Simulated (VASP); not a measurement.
Runs of VASP 6.6.1 on Ca. The structure is that of space group Fm-3m (No. 225), or close to it. The cells are those of the table. 

```tsv
task	cell	k mesh for the DOS	occupations for the DOS	gap on the mesh (eV)	pressure (GPa)
single point	a = 2.956 Å, angles 60.0°, 1 atom	-	-	none	43.6
single point	a = 3.342 Å, angles 60.0°, 1 atom	-	-	0.15	(a)
single point	a = 3.505 Å, angles 60.0°, 1 atom	-	-	0.15	(b)
single point	a = 2.843 Å, angles 60.0°, 1 atom	-	-	none	56.6
single point	a = 3.161 Å, angles 60.0°, 1 atom	-	-	none	26.1
```

Alike in all rows: level PBEsol; potentials or basis VASP PAW PBE potentials, release 64 (Ca_sv); no spin polarisation; k mesh 13 × 13 × 13; cutoff (eV) 520; smearing fermi-dirac 0.05 eV.

Question: Estimate the missing entries.

Answer: (a) 15.0; (b) 8.0.

Caveats: the PAW data sets were made with another functional, which shifts forces and pressure a little.

A k mesh can miss the band edges.

A gap of «none» marks levels without a gap at the run's occupations.
